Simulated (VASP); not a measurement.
Wanted: the native input for a VASP 6.6.1 run.

```
Task                   : relaxation of cell and atoms
Functional             : PBE
Potentials or basis    : VASP PAW PBE potentials, release 64 (In_d, P)
Cutoff                 : 600 eV
k mesh                 : 4 × 4 × 4
Occupations            : gaussian, width 0.1 eV
Spin                   : no spin polarisation
Dipole correction      : no
Further INCAR settings : ALGO = Normal; EDIFF = 1e-06; IBRION = 2; EDIFFG = -0.04; NSW = 90; ISIF = 3
```

The structure of InP lies in POSCAR:

```
InP
1.0
    2.2045720200     -5.5652373700      0.0000000000
    2.2045720200      5.5652373700      0.0000000000
    0.0000000000      0.0000000000      4.1744405700
In P
2 2
Direct
    0.5830000000      0.4170000000      0.7500000000
    0.4170000000      0.5830000000      0.2500000000
    0.8620000000      0.1380000000      0.7500000000
    0.1380000000      0.8620000000      0.2500000000
```

The cell was generated, and may not be a known phase.

These files were run (other wordings do the same):

INCAR

```
  PREC = Accurate
  ENCUT = 600
  EDIFF = 1E-6
  ISMEAR = 0
  SIGMA = 0.1
  LREAL = False
  LASPH = True
  NELM = 60
  ALGO = Normal
  ISIF = 3
  LWAVE = False
  LCHARG = False
  GGA = PE
  IBRION = 2
  NSW = 90
  EDIFFG = -0.04
```

KPOINTS

```
regular mesh
0
Gamma
  4 4 4
```

Potentials or basis: VASP PAW PBE potentials, release 64 (In_d, P).

Run with:

```sh
$ cat potpaw_PBE.64/In_d/POTCAR potpaw_PBE.64/P/POTCAR > POTCAR
$ mpirun -np 1 vasp_std > vasp.out
```

Results of the run:

- Relaxed volume: 22.54 Å³/atom
- Relaxed cell: a = 6.454 Å, b = 6.454 Å, c = 3.903 Å, α = 90.00°, β = 90.00°, γ = 146.32°
- Space group after relaxing (to 0.1 Å): Cmcm (No. 63)
- Energy gained by relaxing: 503.2 meV/atom
- Ionic steps: 29
- Pressure after relaxing: 0.1 GPa
- Largest force after relaxing: 0.020 eV/Å
- Band gap on the k mesh: zero (bands 18 and 19 overlap by 0.89 eV)

Caveat: the k points lie up to 0.44 Å⁻¹ apart in the final cell, too coarse for converged energies and pressures of a metal; spin-orbit coupling is left out, which moves the levels of the heavy elements.

It took 29 min on 1 thread of Intel Xeon 8259CL (shared host), peak memory 0.32 GiB.
